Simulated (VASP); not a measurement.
Runs of VASP 6.6.1 on MgO. The structure is that of space group P6_3/mmc (No. 194), or close to it. The cells are those of the table. 

| cell | gap on the mesh (eV) | pressure (GPa) |
| --- | --- | --- |
| a = 3.585, b = 3.585, c = 3.952 Å, angles 90.0, 90.0, 120.0°, 4 atoms | 3.41 | (a) |
| a = 3.377, b = 3.377, c = 4.452 Å, angles 90.0, 90.0, 120.0°, 4 atoms | 3.21 | 2.6 |
| a = 3.430, b = 3.430, c = 4.316 Å, angles 90.0, 90.0, 120.0°, 4 atoms | 3.26 | 1.1 |
| a = 3.680, b = 3.680, c = 3.749 Å, angles 90.0, 90.0, 120.0°, 4 atoms | (d) | (b) |
| a = 3.756, b = 3.756, c = 3.601 Å, angles 90.0, 90.0, 120.0°, 4 atoms | 3.22 | (c) |
| a = 3.281, b = 3.281, c = 4.718 Å, angles 90.0, 90.0, 120.0°, 4 atoms | 3.17 | 8.1 |
| a = 3.534, b = 3.534, c = 4.066 Å, angles 90.0, 90.0, 120.0°, 4 atoms | 3.36 | 1.5 |
| a = 3.194, b = 3.194, c = 4.977 Å, angles 90.0, 90.0, 120.0°, 4 atoms | 3.20 | 16.1 |

Alike in all rows: task single point; level PBEsol; potentials or basis VASP PAW PBE potentials, release 64 (Mg, O); no spin polarisation; k mesh 9 × 9 × 6; cutoff (eV) 520; smearing gaussian 0.05 eV.

Problem. Estimate the missing entries.

Solution. (a) 3.5; (b) 10.5; (c) 19.4; (d) 3.40.

Caveats: the PAW data sets were made with another functional, which shifts forces and pressure a little.

A k mesh can miss the band edges.
